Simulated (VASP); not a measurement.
# Hf (I4/mmm) in VASP: further runs

The runs below take Hf through single point, with r2SCAN.

Program: VASP 6.6.1. These are calculated values, not measurements. Logs are shortened: lines on timing, memory, paths and dates and some standing lists are left out, and cuts for length are marked.

**1. The cell of the first run**

The structure is tetragonal, space group I4/mmm (No. 139). The conventional cell has a = 3.140 Å, b = 3.140 Å, c = 4.673 Å, α = 90.00°, β = 90.00°, γ = 90.00°. Within 4.1 Å of Hf (site symmetry 4/mmm) lie 12 Hf at 3.14 to 3.22 Å.

**2. Single point, r2SCAN (strain +0.0525 x Voigt [0, 0, 1, 0, 0, 0])**

POSCAR

```
Hf
1.0
    0.0000000000      2.2200000000      2.3365500000
    2.2200000000      0.0000000000      2.3365500000
    2.2200000000      2.2200000000      0.0000000000
Hf
1
Direct
    0.0000000000      0.0000000000      0.0000000000
```

INCAR.step1

```
PREC = Accurate
ENCUT = 520
ISMEAR = 0
SIGMA = 0.15
LREAL = False
LASPH = True
NELM = 100
NBANDS = 11
GGA = PE
ALGO = Normal
EDIFF = 1E-4
LWAVE = True
LCHARG = False
```

INCAR.step2

```
PREC = Accurate
ENCUT = 520
EDIFF = 1E-6
ISMEAR = 0
SIGMA = 0.15
LREAL = False
LASPH = True
NELM = 100
ALGO = Normal
ISIF = 2
LWAVE = False
LCHARG = True
METAGGA = R2SCAN
LMIXTAU = True
LELF = True
LVHAR = True
NBANDS = 11
ISTART = 1
```

KPOINTS

```
Automatic mesh
0
Gamma
  18 18 18
```

Potentials or basis: VASP PAW PBE potentials, release 64 (Hf_pv).

Run with:

```bash
$ cat potpaw_PBE.64/Hf_pv/POTCAR > POTCAR
$ cp INCAR.step1 INCAR
$ mpirun -np 1 vasp_std > vasp.out
$ cp INCAR.step2 INCAR
$ mpirun -np 1 vasp_std > vasp.out
```

OUTCAR:

```text
PREC = Accurate
   ENCUT = 520
   EDIFF = 1E-6
   ISMEAR = 0
   LREAL = False
   LASPH = True
   NELM = 100
   ISIF = 2
   METAGGA = R2SCAN
   ISTART = 1

 ion  position               nearest neighbor table
   1  0.000  0.000  0.000-

  LATTYP: Found a body centered tetragonal cell.
 ALAT       =     3.1395541085
 C/A-ratio  =     1.4884597744

  Lattice vectors:

 A1 = (  -2.2200000000,   0.0000000000,   2.3365500000)
 A2 = (   2.2200000000,   0.0000000000,   2.3365500000)
 A3 = (   0.0000000000,   2.2200000000,  -2.3365500000)

Analysis of symmetry for initial positions (statically):
=====================================================================
 Subroutine PRICEL returns:
 Original cell was already a primitive cell.

 Routine SETGRP: Setting up the symmetry group for a
 body centered tetragonal supercell.

 Subroutine GETGRP returns: Found 16 space group operations
 (whereof 16 operations were pure point group operations)
 out of a pool of 16 trial point group operations.

The static configuration has the point symmetry D_4h.

Analysis of symmetry for dynamics (positions and initial velocities):
=====================================================================
 Subroutine PRICEL returns:
 Original cell was already a primitive cell.

 Routine SETGRP: Setting up the symmetry group for a
 body centered tetragonal supercell.

 Subroutine GETGRP returns: Found 16 space group operations
 (whereof 16 operations were pure point group operations)
 out of a pool of 16 trial point group operations.

The dynamic configuration has the point symmetry D_4h.

 Subroutine INISYM returns: Found 16 space group operations
 (whereof 16 operations are pure point group operations),
 and found     1 'primitive' translations

----------------------------------------------------------------------------------------

                                     Primitive cell

  volume of cell :      23.0309

  direct lattice vectors                    reciprocal lattice vectors
     0.000000000  2.220000000  2.336550000    -0.225225225  0.225225225  0.213990713
     2.220000000  0.000000000  2.336550000     0.225225225 -0.225225225  0.213990713
     2.220000000  2.220000000  0.000000000     0.225225225  0.225225225 -0.213990713

  length of vectors
     3.223021238  3.223021238  3.139554108     0.383724940  0.383724940  0.383724940

  position of ions in fractional coordinates (direct lattice)
     0.000000000  0.000000000  0.000000000

  ion indices of the primitive-cell ions
[... 80 lines left out ...]
   ISIF   =      2    stress and relaxation
   ISYM   =      2    0-nonsym 1-usesym 2-fastsym
   POTIM  = 0.5000    time-step for ionic-motion
   TEBEG  =    0.0;   TEEND  =   0.0 temperature during run
   PSTRESS=    0.0 pullay stress
   NELECT =      10.0000    total number of electrons
   NUPDOWN=      -1.0000    fix difference up-down
   EMIN   =  10.00;   EMAX   =-10.00  energy-range for DOS
   EFERMI =   0.00;   METHOD = LEGACY
   ISMEAR =     0;   SIGMA  =   0.15  broadening in eV -4-tet -1-fermi 0-gaus
   EFERMI_NEDOS =   21; number of points for ismear=-14 and -15
   IALGO  =     38    algorithm
   IMIX   =      4    mixing-type and parameters
     AMIX     =   0.40;   BMIX     =  1.00
     AMIX_MAG =   1.60;   BMIX_MAG =  1.00
  volume/ion in A,a.u.               =      23.03       155.42
  Fermi-wavevector in a.u.,A,eV,Ry     =   1.239665  2.342628 20.909030  1.536770
  Thomas-Fermi vector in A             =   2.374139
   LORBIT       =      0    0 simple, 1 ext, 2 COOP (PROOUT), +10 PAW based schemes
   METAGGA = R2SCAN    functional components
   LHFCALC =     F    Hartree Fock is set to
   AEXX    =    0.0000 exact exchange contribution
   IVDW    =     0    specifies the selected vdW correction
   LEPSILON=     F    determine dielectric tensor
   LRPA    =     F    only Hartree local field effects (RPA)
 non-spin polarized calculation
 Gauss-broadening in eV      SIGMA  =   0.15
  energy-cutoff  :      520.00
  volume of cell :       23.03
 maximum number of plane-waves:       636
   NGX = 11   NGY = 11   NGZ = 11

 number of electron      10.0000000 magnetization

 Free energy of the ion-electron system (eV)
  ---------------------------------------------------
  ext. energy  EPLUGINS =         0.00000000
  ---------------------------------------------------
  free energy    TOTEN  =       -45.05929902 eV

  energy without entropy =      -45.04311155  energy(sigma->0) =      -45.05120529

 E-fermi :   4.3993     XC(G=0): -12.0275

 val. band max:        4.3991880861   @ k =   0.3889   0.0000   0.0000
 cond. band min:       4.3999691435   @ k =  -0.1111   0.1667   0.1111
 fundamental gap:      0.0007810573
 Fermi energy:         4.3992592174

 k-point     1 :       0.0000    0.0000    0.0000
  band No.  band energies     occupation
      1     -26.8265      2.00000
      2     -26.8261      2.00000
      3     -26.8261      2.00000
      4      -3.0452      2.00000
      5       5.6168      0.00000
      6       6.2099      0.00000
      7       6.2099      0.00000
      8       8.4243      0.00000
      9       9.2920      0.00000
     10      16.1944      0.00000
     11      16.2818      0.00000
[... 309 lines left out ...]
 k-point    24 :      -0.2222    0.0556    0.0000
  band No.  band energies     occupation
      1     -27.2145      2.00000
      2     -26.9053      2.00000
      3     -26.8530      2.00000
      4      -1.1325      2.00000
      5       4.5729      0.10167
      6       6.0399      0.00000
      7       6.7753      0.00000
      8       8.4913      0.00000
      9       9.0749      0.00000
     10      16.2786      0.00000
     11      16.4357      0.00000

 [... further k-points ...]

------------------------ aborting loop because EDIFF is reached ----------------------------------------

  FORCE on cell =-STRESS in cart. coord.  units (eV):
  Direction    XX          YY          ZZ          XY          YZ          ZX
  --------------------------------------------------------------------------------------
  -------------------------------------------------------------------------------------
  Total       -0.3014888     -0.3014888     -0.7223995      0.0000000      0.0000000     -0.0000000
  in kB      -20.9734896    -20.9734896    -50.2547326      0.0000000      0.0000000     -0.0000000
  external PRESSURE =     -30.7339039 kB  Pullay stress =       0.0000000 kB

 VOLUME and BASIS-vectors are now :
 -----------------------------------------------------------------------------
  energy-cutoff  :      520.00
  volume of cell :       23.03
      direct lattice vectors                 reciprocal lattice vectors
     0.000000000  2.220000000  2.336550000    -0.225225225  0.225225225  0.213990713
     2.220000000  0.000000000  2.336550000     0.225225225 -0.225225225  0.213990713
     2.220000000  2.220000000  0.000000000     0.225225225  0.225225225 -0.213990713

 POSITION                                       TOTAL-FORCE (eV/Angst)
 -----------------------------------------------------------------------------------
      0.00000      0.00000      0.00000         0.000000     -0.000000      0.000000
 -----------------------------------------------------------------------------------
    total drift:                                0.000000      0.000000      0.000000

  FREE ENERGIE OF THE ION-ELECTRON SYSTEM (eV)
  ---------------------------------------------------
  free  energy   TOTEN  =       -45.0592990235 eV

  energy  without entropy=      -45.0431115476  energy(sigma->0) =      -45.05120529
```

OUTCAR.step1:

```text
PREC = Accurate
   ENCUT = 520
   ISMEAR = 0
   LREAL = False
   LASPH = True
   NELM = 100
[... 551 lines left out ...]

 POSITION                                       TOTAL-FORCE (eV/Angst)
 -----------------------------------------------------------------------------------
      0.00000      0.00000      0.00000        -0.000000      0.000000      0.000000
 -----------------------------------------------------------------------------------
    total drift:                                0.000000      0.000000      0.000000

  FREE ENERGIE OF THE ION-ELECTRON SYSTEM (eV)
  ---------------------------------------------------
  free  energy   TOTEN  =        -9.8500970429 eV

  energy  without entropy=       -9.8316277057  energy(sigma->0) =       -9.84086237
```

Run time: 2.9 min. Hardware: 1 thread of Intel Xeon Platinum 8488C (Sapphire Rapids), shared host; peak memory 0.24 GiB.

Results:

| Item | Value |
| --- | --- |
| Free energy | -45.0593 eV |
| Pressure | -3.1 GPa |
| Band gap on the k mesh | zero (bands 5 and 6 overlap by 1.99 eV) |

Caveat: the cell differs from its parent crystal (strain +0.0525 x Voigt [0, 0, 1, 0, 0, 0]); the cell stands under tension; the PAW data sets were made with another functional, which shifts forces and pressure a little; spin-orbit coupling is left out, which moves the levels of the heavy elements.

**3. Single point, r2SCAN (strain +0.0600 x Voigt [0, 0, 1, 0, 0, 0])**

POSCAR

```
Hf
1.0
    0.0000000000      2.2200000000      2.3532000000
    2.2200000000      0.0000000000      2.3532000000
    2.2200000000      2.2200000000      0.0000000000
Hf
1
Direct
    0.0000000000      0.0000000000      0.0000000000
```

INCAR.step1

```
SYSTEM = Hf
PREC     = Accurate       ! precision mode
ENCUT    = 520            ! plane-wave cutoff, eV
ISMEAR   = 0              ! smearing method
SIGMA    = 0.15           ! smearing width, eV
LREAL    = .FALSE.        ! projectors in reciprocal space
LASPH    = .TRUE.         ! aspherical terms in the spheres
NELM     = 100            ! most SCF steps
NBANDS   = 11             ! bands
GGA      = PE             ! functional
ALGO     = Normal         ! electronic algorithm
EDIFF    = 1E-4           ! SCF threshold, eV
LWAVE    = .TRUE.         ! write WAVECAR
LCHARG   = .FALSE.        ! write CHGCAR
```

INCAR.step2

```
SYSTEM = Hf
PREC     = Accurate       ! precision mode
ENCUT    = 520            ! plane-wave cutoff, eV
EDIFF    = 1E-7           ! SCF threshold, eV
ISMEAR   = 0              ! smearing method
SIGMA    = 0.15           ! smearing width, eV
LREAL    = .FALSE.        ! projectors in reciprocal space
LASPH    = .TRUE.         ! aspherical terms in the spheres
NELM     = 100            ! most SCF steps
ALGO     = Normal         ! electronic algorithm
ISIF     = 2              ! what is computed and relaxed
LWAVE    = .FALSE.        ! write WAVECAR
LCHARG   = .FALSE.        ! write CHGCAR
METAGGA  = R2SCAN         ! meta-GGA
LMIXTAU  = .TRUE.       
NBANDS   = 11             ! bands
ISTART   = 1
```

KPOINTS

```
regular mesh
0
G
  18 18 18
  0 0 0
```

Potentials or basis: VASP PAW PBE potentials, release 64 (Hf_pv).

Run with:

```bash
$ cat potpaw_PBE.64/Hf_pv/POTCAR > POTCAR
$ cp INCAR.step1 INCAR
$ mpirun -np 1 vasp_std > vasp.out
$ cp INCAR.step2 INCAR
$ mpirun -np 1 vasp_std > vasp.out
```

OUTCAR:

```text
SYSTEM = Hf
   PREC = Accurate
   ENCUT = 520
   EDIFF = 1E-7
   ISMEAR = 0
   LREAL = .FALSE.
   LASPH = .TRUE.
   NELM = 100
   ISIF = 2
   METAGGA = R2SCAN
   ISTART = 1

 ion  position               nearest neighbor table
   1  0.000  0.000  0.000-

  LATTYP: Found a body centered tetragonal cell.
 ALAT       =     3.1395541085
 C/A-ratio  =     1.4990663761

  Lattice vectors:

 A1 = (  -2.2200000000,   0.0000000000,   2.3532000000)
 A2 = (   2.2200000000,   0.0000000000,   2.3532000000)
[... 515 lines left out ...]
     11      16.3409      0.00000

 [... further k-points ...]

------------------------ aborting loop because EDIFF is reached ----------------------------------------

  FORCE on cell =-STRESS in cart. coord.  units (eV):
  Direction    XX          YY          ZZ          XY          YZ          ZX
  --------------------------------------------------------------------------------------
  -------------------------------------------------------------------------------------
  Total       -0.3828683     -0.3828683     -0.8623830      0.0000000     -0.0000000      0.0000000
  in kB      -26.4463166    -26.4463166    -59.5684067      0.0000000     -0.0000000      0.0000000
  external PRESSURE =     -37.4870133 kB  Pullay stress =       0.0000000 kB

 VOLUME and BASIS-vectors are now :
 -----------------------------------------------------------------------------
  energy-cutoff  :      520.00
  volume of cell :       23.20
      direct lattice vectors                 reciprocal lattice vectors
     0.000000000  2.220000000  2.353200000    -0.225225225  0.225225225  0.212476628
     2.220000000  0.000000000  2.353200000     0.225225225 -0.225225225  0.212476628
     2.220000000  2.220000000  0.000000000     0.225225225  0.225225225 -0.212476628

 POSITION                                       TOTAL-FORCE (eV/Angst)
 -----------------------------------------------------------------------------------
      0.00000      0.00000      0.00000        -0.000000      0.000000      0.000000
 -----------------------------------------------------------------------------------
    total drift:                                0.000000     -0.000000     -0.000000

  FREE ENERGIE OF THE ION-ELECTRON SYSTEM (eV)
  ---------------------------------------------------
  free  energy   TOTEN  =       -45.0536853944 eV

  energy  without entropy=      -45.0372532430  energy(sigma->0) =      -45.04546932
```

OSZICAR.step1:

```text
N       E                     dE             d eps       ncg     rms          rms(c)
DAV:   1     0.130019044880E+02    0.13002E+02   -0.56798E+03 10624   0.834E+02
DAV:   2    -0.973675226974E+01   -0.22739E+02   -0.22016E+02 13481   0.154E+02
DAV:   3    -0.102062612950E+02   -0.46951E+00   -0.46571E+00 13365   0.152E+01
DAV:   4    -0.102081707149E+02   -0.19094E-02   -0.19090E-02 12090   0.119E+00
DAV:   5    -0.102081817946E+02   -0.11080E-04   -0.11080E-04 13491   0.802E-02    0.450E+01
DAV:   6    -0.993779678379E+01    0.27039E+00   -0.22927E-01 11655   0.357E+00    0.267E+01
DAV:   7    -0.985007593303E+01    0.87721E-01   -0.34415E-01 12273   0.425E+00    0.123E+00
DAV:   8    -0.984513636074E+01    0.49396E-02   -0.26000E-02 11840   0.116E+00    0.232E-01
DAV:   9    -0.984516615438E+01   -0.29794E-04   -0.44115E-04 12895   0.174E-01
   1 F= -.98451662E+01 E0= -.98357260E+01  d E =-.188803E-01
```

It took 3.1 min on 1 thread of Intel Xeon Platinum 8488C (Sapphire Rapids), shared host; peak memory 0.24 GiB.

Results:

```
Free energy            : -45.0537 eV
Pressure               : -3.7 GPa
Band gap on the k mesh : zero (bands 5 and 6 overlap by 1.92 eV)
```

Levels at points of the mesh, in eV from the Fermi level:
| k point | band 2 | band 3 | band 4 | band 5 | band 6 | band 7 | band 8 | band 9 |
| --- | --- | --- | --- | --- | --- | --- | --- | --- |
| (0.00, 0.00, 0.00) | -31.25 | -31.25 | -7.42 | 1.17 | 1.84 | 1.84 | 3.93 | 4.92 |
| (0.50, 0.00, 0.00) | -31.38 | -31.32 | -3.61 | 0.28 | 1.06 | 1.79 | 6.24 | 6.61 |
| (0.50, 0.50, 0.00) | -31.47 | -31.47 | -3.25 | -1.91 | 1.63 | 6.57 | 6.97 | 6.97 |
| (0.50, 0.00, 0.50) | -31.59 | -31.49 | -3.12 | -2.05 | 2.59 | 6.40 | 6.60 | 7.34 |

Caveat: the cell differs from its parent crystal (strain +0.0600 x Voigt [0, 0, 1, 0, 0, 0]); the cell stands under tension; the PAW data sets were made with another functional, which shifts forces and pressure a little; spin-orbit coupling is left out, which moves the levels of the heavy elements.
